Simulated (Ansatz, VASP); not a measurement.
TaS2: VASP beside Ansatz

```
Ta S
1.0
     3.38286    0.00000    0.00000
    -1.69143    2.92964    0.00000
     0.00000    0.00000    6.16798
Ta S
1 2
Direct
  0.77200 0.17100 0.40500
  0.43867 0.50433 0.15928
  0.10533 0.83767 0.65072
```

Alike in both runs: task single point; functional PBE; k mesh 6 × 6 × 4; occupations gaussian, width 0.1 eV; collinear spin.

```csv
,VASP,Ansatz
version,VASP 6.6.1,Ansatz 0.2.0
potentials or method,"VASP PAW PBE potentials, release 64 (Ta_pv, S), cutoff 500 eV","scalar-relativistic, plane waves, PAW"
valence electrons in the cell,23,25
```

VASP gave:

| Property | Result |
| --- | --- |
| gap on the k mesh at the Fermi level (eV) | none |
| pressure (GPa) | 1.4 |
| traceless stress, the component that is largest in VASP (GPa) | 0.44 |
| rms of the force components (eV/Å) | 0.069 |
| net moment per atom (μB) | 0.00 |

Question: Which values does Ansatz return?

Answer: gap on the k mesh at the Fermi level (eV): none; pressure (GPa): 1.4; traceless stress, the component that is largest in VASP (GPa): 0.40; rms of the force components (eV/Å): 0.066; net moment per atom (μB): 0.00.

Atom by atom the forces differ by 0.003 eV/Å (rms over components). A gap of «none» marks a metal or a gap that the smearing closes. With one functional, cell and mesh, what is left measures potentials, basis and numerics. VASP's potentials hold 23 valence electrons a cell and Ansatz's 25, so a difference there can come from the potentials and not from the codes. Ansatz's warnings: seeded moment not kept.

Neither program's run includes spin-orbit coupling.
